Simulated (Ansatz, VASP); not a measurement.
**W in VASP and in Ansatz**

```
W
1.0
    -1.59227    1.59227    1.59227
     1.59227   -1.59227    1.59227
     1.59227    1.59227   -1.59227
W
1
Direct
  0.00000 0.00000 0.00000
```

Alike in both runs: functional PBE; k mesh 14 × 14 × 14; occupations fermi-dirac, width 0.08 eV; no spin polarisation.

Ansatz relaxed the structure, and its values are those at the end. VASP's run is a single point on that final structure, the one shown.

|  | VASP | Ansatz |
| --- | --- | --- |
| version | VASP 6.6.1 | Ansatz 0.2.0 |
| potentials or method | VASP PAW PBE potentials, release 64 (W_sv) | PAW with Ansatz's default frozen-core files, scalar-relativistic |
| plane-wave cutoff (eV) | 520 | 420 |
| valence electrons in the cell | 14 | 14 |

Ansatz gave:

| Property | Result |
| --- | --- |
| pressure (GPa) | 0.0 |

Task: Which values does VASP return?

Result: Pressure (GPa): 0.5.

Spin-orbit coupling is off throughout.
